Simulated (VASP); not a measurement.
# SiB5 (R-3m) in VASP: single point with PBE

Aim: the single point of SiB5 with PBE.

All numbers are computed with VASP 6.6.1; they aren't measurements. Logs are shortened: lines on timing, memory, paths and dates and some standing lists are left out, and cuts for length are marked.

## Step 1: The cell of the first run

The structure is trigonal, space group R-3m (No. 166). Conventional cell: a = 4.854 Å, b = 4.854 Å, c = 8.726 Å, α = 90.00°, β = 90.00°, γ = 120.00°. Si (site symmetry -3m) has 8 B at 2.05 to 2.43 Å within 2.7 Å. B (site symmetry 2/m) has 2 B at 1.64 Å within 2.2 Å. Within 2.2 Å of B (site symmetry 3m) lie 3 B at 1.64 Å and 1 Si at 2.05 Å.

## Step 2: Single point, PBE

Input file INCAR:

```
SYSTEM = SiB5
PREC = Accurate ; ENCUT = 500
EDIFF = 1E-6 ; ISMEAR = 0
SIGMA = 0.2 ; LREAL = .FALSE.
LASPH = .TRUE. ; NELM = 120
ALGO = Normal ; ISIF = 2
LWAVE = .FALSE. ; LCHARG = .FALSE.
GGA = PE ; NBANDS = 18
GGA_COMPAT = .FALSE.
```

Input file KPOINTS:

```
regular mesh
0
G
  5 5 5
  0 0 0
```

Input file POSCAR:

```
SiB5
1.0
    2.4271076283      1.4012912414      2.9088231210
   -2.4271076283      1.4012912414      2.9088231210
    0.0000000000     -2.8025824863      2.9088231194
Si B
1 5
Direct
    0.5000000000      0.5000000000      0.5000000000
    0.0000000000      0.0000000000      0.5000000000
    0.5000000000      0.0000000000      0.0000000000
    0.0000000000      0.5000000000      0.0000000000
    0.2648346715      0.2648346715      0.2648346715
    0.7351653285      0.7351653285      0.7351653285
```

Potentials or basis: VASP PAW PBE potentials, release 64 (Si, B).

Run with:

```sh
$ cat potpaw_PBE.64/Si/POTCAR potpaw_PBE.64/B/POTCAR > POTCAR
$ mpirun -np 1 vasp_std > vasp.out
```

OUTCAR:

```text
SYSTEM = SiB5
   PREC = Accurate
   ENCUT = 500
   EDIFF = 1E-6
   ISMEAR = 0
   LREAL = .FALSE.
   LASPH = .TRUE.
   NELM = 120
   ISIF = 2
   GGA = PE

 ion  position               nearest neighbor table
   1  0.500  0.500  0.500-   5 2.05   6 2.05   2 2.43   2 2.43   3 2.43   3 2.43   4 2.43   4 2.43

   2  0.000  0.000  0.500-   5 1.64   6 1.64   1 2.43   1 2.43
   3  0.500  0.000  0.000-   5 1.64   6 1.64   1 2.43   1 2.43
   4  0.000  0.500  0.000-   5 1.64   6 1.64   1 2.43   1 2.43
   5  0.265  0.265  0.265-   2 1.64   3 1.64   4 1.64   1 2.05
   6  0.735  0.735  0.735-   2 1.64   3 1.64   4 1.64   1 2.05

  LATTYP: Found a trigonal (rhomboedric) cell.
 ALAT       =     4.0392722775
 COS(alpha) =     0.2778925788

  Lattice vectors:

 A1 = (   2.4271076283,   1.4012912414,   2.9088231210)
 A2 = (  -2.4271076283,   1.4012912414,   2.9088231210)
 A3 = (   0.0000000000,  -2.8025824863,   2.9088231194)

Analysis of symmetry for initial positions (statically):
=====================================================================
 Subroutine PRICEL returns:
 Original cell was already a primitive cell.

 Routine SETGRP: Setting up the symmetry group for a
 trigonal (rhombohedral) supercell.

 Subroutine GETGRP returns: Found 12 space group operations
 (whereof 12 operations were pure point group operations)
 out of a pool of 12 trial point group operations.

The static configuration has the point symmetry D_3d.

Analysis of symmetry for dynamics (positions and initial velocities):
=====================================================================
 Subroutine PRICEL returns:
 Original cell was already a primitive cell.

 Routine SETGRP: Setting up the symmetry group for a
 trigonal (rhombohedral) supercell.

 Subroutine GETGRP returns: Found 12 space group operations
 (whereof 12 operations were pure point group operations)
 out of a pool of 12 trial point group operations.

The dynamic configuration has the point symmetry D_3d.

 Subroutine INISYM returns: Found 12 space group operations
 (whereof 12 operations are pure point group operations),
 and found     1 'primitive' translations

----------------------------------------------------------------------------------------

                                     Primitive cell

  volume of cell :      59.3589

  direct lattice vectors                    reciprocal lattice vectors
     2.427107628  1.401291241  2.908823121     0.206006522  0.118937921  0.114593882
    -2.427107628  1.401291241  2.908823121    -0.206006522  0.118937921  0.114593882
     0.000000000 -2.802582486  2.908823119     0.000000000 -0.237875841  0.114593882

  length of vectors
     4.039272278  4.039272278  4.039272278     0.264039152  0.264039152  0.264039152

  position of ions in fractional coordinates (direct lattice)
     0.500000000  0.500000000  0.500000000
     1.000000000  1.000000000  0.500000000
     0.500000000  1.000000000  0.000000000
     1.000000000  0.500000000  0.000000000
     0.264834671  0.264834671  0.264834671
     0.735165329  0.735165329  0.735165329

  ion indices of the primitive-cell ions
   primitive index   ion index
                 1           1
                 2           2
                 3           3
                 4           4
                 5           5
                 6           6

----------------------------------------------------------------------------------------

 KPOINTS: regular mesh

Automatic generation of k-mesh.
 Grid dimensions read from file:
 generate k-points for:    5    5    5

 Generating k-lattice:

  Cartesian coordinates                     Fractional coordinates (reciprocal lattice)
     0.041201304  0.023787584  0.022918776     0.200000000  0.000000000  0.000000000
    -0.041201304  0.023787584  0.022918776     0.000000000  0.200000000  0.000000000
     0.000000000 -0.047575168  0.022918776     0.000000000  0.000000000  0.200000000

  Length of vectors
     0.052807830  0.052807830  0.052807830

  Shift w.r.t. Gamma in fractional coordinates (k-lattice)
     0.000000000  0.000000000  0.000000000

 Subroutine IBZKPT returns following result:
 ===========================================

 Found     19 irreducible k-points:

 Following reciprocal coordinates:
            Coordinates               Weight
  0.000000  0.000000  0.000000      1.000000
  0.200000  0.000000  0.000000      6.000000
  0.400000 -0.000000  0.000000      6.000000
  0.200000  0.200000  0.000000      6.000000
  0.400000  0.200000 -0.000000     12.000000
 -0.400000  0.200000  0.000000     12.000000
[... 11 lines left out ...]
  0.400000  0.400000  0.400000      2.000000
 -0.400000  0.400000  0.400000      6.000000
   k-points           NKPTS =     19   k-points in BZ     NKDIM =     19   number of bands    NBANDS=     18
   number of dos      NEDOS =    301   number of ions     NIONS =      6
   total plane-waves  NPLWV =  27000
   dimension x,y,z NGX =    30 NGY =   30 NGZ =   30
   dimension x,y,z NGXF=    60 NGYF=   60 NGZF=   60
   ions per type =               1   5
   NGX,Y,Z   is equivalent  to a cutoff of  12.35, 12.35, 12.35 a.u.
   NGXF,Y,Z  is equivalent  to a cutoff of  24.69, 24.69, 24.69 a.u.
 SYSTEM =  SiB5
   PREC   = accura    normal or accurate (medium, high low for compatibility)
   ISTART =      0    job   : 0-new  1-cont  2-samecut
   ICHARG =      2    charge: 1-file 2-atom 10-const
   ISPIN  =      1    spin polarized calculation?
   LNONCOLLINEAR =      F non collinear calculations
   LSORBIT =      F    spin-orbit coupling
   LASPH  =      T    aspherical Exc in radial PAW
   ENCUT  =  500.0 eV  36.75 Ry    6.06 a.u.   7.36  7.36  7.36*2*pi/ulx,y,z
   NELM   =    120;   NELMIN=  2; NELMDL= -5     # of ELM steps
   EDIFF  = 0.1E-05   stopping-criterion for ELM
   LREAL  =      F    real-space projection
   EDIFFG = 0.1E-04   stopping-criterion for IOM
   NSW    =      0    number of steps for IOM
   IBRION =     -1    ionic relax: 0-MD 1-quasi-New 2-CG
   NFREE  =      0    steps in history (QN), initial steepest desc. (CG)
   ISIF   =      2    stress and relaxation
   ISYM   =      2    0-nonsym 1-usesym 2-fastsym
   POTIM  = 0.5000    time-step for ionic-motion
   TEBEG  =    0.0;   TEEND  =   0.0 temperature during run
   PSTRESS=    0.0 pullay stress
   NELECT =      19.0000    total number of electrons
   NUPDOWN=      -1.0000    fix difference up-down
   EMIN   =  10.00;   EMAX   =-10.00  energy-range for DOS
   EFERMI =   0.00;   METHOD = LEGACY
   ISMEAR =     0;   SIGMA  =   0.20  broadening in eV -4-tet -1-fermi 0-gaus
   EFERMI_NEDOS =   21; number of points for ismear=-14 and -15
   IALGO  =     38    algorithm
   IMIX   =      4    mixing-type and parameters
     AMIX     =   0.40;   BMIX     =  1.00
     AMIX_MAG =   1.60;   BMIX_MAG =  1.00
  volume/ion in A,a.u.               =       9.89        66.76
  Fermi-wavevector in a.u.,A,eV,Ry     =   1.119861  2.116230 17.062905  1.254088
  Thomas-Fermi vector in A             =   2.256503
   LORBIT       =      0    0 simple, 1 ext, 2 COOP (PROOUT), +10 PAW based schemes
   GGA     = PE    functional components
   LHFCALC =     F    Hartree Fock is set to
   AEXX    =    0.0000 exact exchange contribution
   IVDW    =     0    specifies the selected vdW correction
   LEPSILON=     F    determine dielectric tensor
   LRPA    =     F    only Hartree local field effects (RPA)
 non-spin polarized calculation
 Gauss-broadening in eV      SIGMA  =   0.20
  energy-cutoff  :      500.00
  volume of cell :       59.36
 maximum number of plane-waves:      1519
 NGX is ok and might be reduce to    30
   NGX = 15   NGY = 15   NGZ = 15

 number of electron      19.0000000 magnetization

 Free energy of the ion-electron system (eV)
  ---------------------------------------------------
  ext. energy  EPLUGINS =         0.00000000
  ---------------------------------------------------
  free energy    TOTEN  =       -33.37209110 eV

  energy without entropy =      -33.34247658  energy(sigma->0) =      -33.35728384

 E-fermi :   5.7396     XC(G=0): -10.8468

 val. band max:        5.7285285429   @ k =   0.4000  -0.0000   0.0000
 cond. band min:       5.8713278793   @ k =  -0.4000   0.2000   0.0000
 fundamental gap:      0.1427993364
 Fermi energy:         5.7396020718

 k-point     1 :       0.0000    0.0000    0.0000
  band No.  band energies     occupation
      1      -8.2674      2.00000
      2      -2.8111      2.00000
      3       0.0842      2.00000
      4       0.0842      2.00000
      5       0.4988      2.00000
      6       0.9987      2.00000
[... 10 lines left out ...]
     17      11.2679      0.00000
     18      11.8008      0.00000

 k-point     2 :       0.2000    0.0000    0.0000
  band No.  band energies     occupation
      1      -7.9339      2.00000
      2      -3.5838      2.00000
      3      -1.2099      2.00000
      4      -0.1579      2.00000
      5       0.6458      2.00000
      6       1.5393      2.00000
[... 10 lines left out ...]
     17      11.7344      0.00000
     18      12.7332      0.00000

 k-point     3 :       0.4000   -0.0000    0.0000
  band No.  band energies     occupation
      1      -6.9550      2.00000
      2      -5.3602      2.00000
      3      -1.6773      2.00000
      4      -0.3022      2.00000
      5       1.4154      2.00000
      6       1.7899      2.00000
[... 10 lines left out ...]
     17      12.7814      0.00000
     18      13.7173      0.00000

 k-point     4 :       0.2000    0.2000    0.0000
  band No.  band energies     occupation
      1      -7.7594      2.00000
      2      -3.3783      2.00000
      3      -1.3915      2.00000
      4      -1.3363      2.00000
      5       0.9856      2.00000
      6       1.6988      2.00000
[... 270 lines left out ...]
      4      -2.2469      2.00000
      5      -0.9202      2.00000
      6       2.1222      2.00000
[... 10 lines left out ...]
     17      13.4147      0.00000
     18      14.7275      0.00000

 k-point    18 :       0.4000    0.4000    0.4000
  band No.  band energies     occupation
      1      -6.3966      2.00000
      2      -3.6942      2.00000
      3      -1.1075      2.00000
      4      -0.9370      2.00000
      5      -0.9370      2.00000
      6      -0.5464      2.00000
[... 10 lines left out ...]
     17      14.4989      0.00000
     18      15.3438      0.00000

 k-point    19 :      -0.4000    0.4000    0.4000
  band No.  band energies     occupation
      1      -5.7746      2.00000
      2      -4.2678      2.00000
      3      -2.9290      2.00000
      4      -1.4908      2.00000
      5      -1.3165      2.00000
      6       0.3702      2.00000
[... 10 lines left out ...]
     17      14.2627      0.00000
     18      14.9834      0.00000

------------------------ aborting loop because EDIFF is reached ----------------------------------------

  FORCE on cell =-STRESS in cart. coord.  units (eV):
  Direction    XX          YY          ZZ          XY          YZ          ZX
  --------------------------------------------------------------------------------------
  -------------------------------------------------------------------------------------
  Total       -0.0056027     -0.0056027     -0.0100811      0.0000000      0.0000000     -0.0000000
  in kB       -0.1512248     -0.1512248     -0.2721016      0.0000000      0.0000000     -0.0000000
  external PRESSURE =      -0.1915171 kB  Pullay stress =       0.0000000 kB

 VOLUME and BASIS-vectors are now :
 -----------------------------------------------------------------------------
  energy-cutoff  :      500.00
  volume of cell :       59.36
      direct lattice vectors                 reciprocal lattice vectors
     2.427107628  1.401291241  2.908823121     0.206006522  0.118937921  0.114593882
    -2.427107628  1.401291241  2.908823121    -0.206006522  0.118937921  0.114593882
     0.000000000 -2.802582486  2.908823119     0.000000000 -0.237875841  0.114593882

 POSITION                                       TOTAL-FORCE (eV/Angst)
 -----------------------------------------------------------------------------------
      0.00000     -0.00000      4.36323        -0.000000     -0.000000     -0.000000
      0.00000     -1.40129      1.45441        -0.000000     -0.000000     -0.000000
      1.21355      0.70065      1.45441        -0.000000     -0.000000      0.000000
     -1.21355      0.70065      1.45441         0.000000     -0.000000     -0.000000
      0.00000     -0.00000      2.31107        -0.000000     -0.000000      0.014979
      0.00000     -0.00000      6.41540        -0.000000      0.000000     -0.014979
 -----------------------------------------------------------------------------------
    total drift:                                0.000000     -0.000000      0.000000

  FREE ENERGIE OF THE ION-ELECTRON SYSTEM (eV)
  ---------------------------------------------------
  free  energy   TOTEN  =       -33.3720910982 eV

  energy  without entropy=      -33.3424765797  energy(sigma->0) =      -33.35728384
```

It took 8.9 s on 1 thread of Intel Xeon 6975P-C (Granite Rapids), shared host; peak memory 0.16 GiB.

Results:

```
Free energy   : -33.3721 eV
Pressure      : 0.0 GPa
Largest force : 0.015 eV/Å
```

Forces on the atoms (eV/Å):
```
Si   0.000  0.000  0.000
B    0.000  0.000  0.000
B    0.000  0.000  0.000
B    0.000  0.000  0.000
B    0.000  0.000  0.015
B    0.000  0.000 -0.015
```
